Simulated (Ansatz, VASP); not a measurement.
BaS in VASP and in Ansatz

```
Ba S
1.0
     0.00000    3.49254    3.49254
     3.49254    0.00000    3.49254
     3.49254    3.49254    0.00000
Ba S
1 1
Cartesian
  0.0000 0.0000 0.0000
  1.7463 1.7463 1.7463
```

Change from the starting cell: volume scaled by 0.98, PAW files.

Alike in both runs: task electric field gradients; functional PBE; k mesh 9 × 9 × 9; occupations fermi-dirac, width 0.08 eV; no spin polarisation.

|  | VASP | Ansatz |
| --- | --- | --- |
| version | VASP 6.6.1 | Ansatz 0.2.0 |
| potentials or method | VASP PAW PBE potentials, release 64 (Ba_sv, S) | PAW with Ansatz's default frozen-core files, scalar-relativistic |
| plane-wave cutoff (eV) | 520 | 420 |
| valence electrons in the cell | 16 | 16 |

|  | VASP | Ansatz | Ansatz less VASP |
| --- | --- | --- | --- |
| pressure (GPa) | 1.1 | 0.6 | -0.46 |

Neither program's run includes spin-orbit coupling.
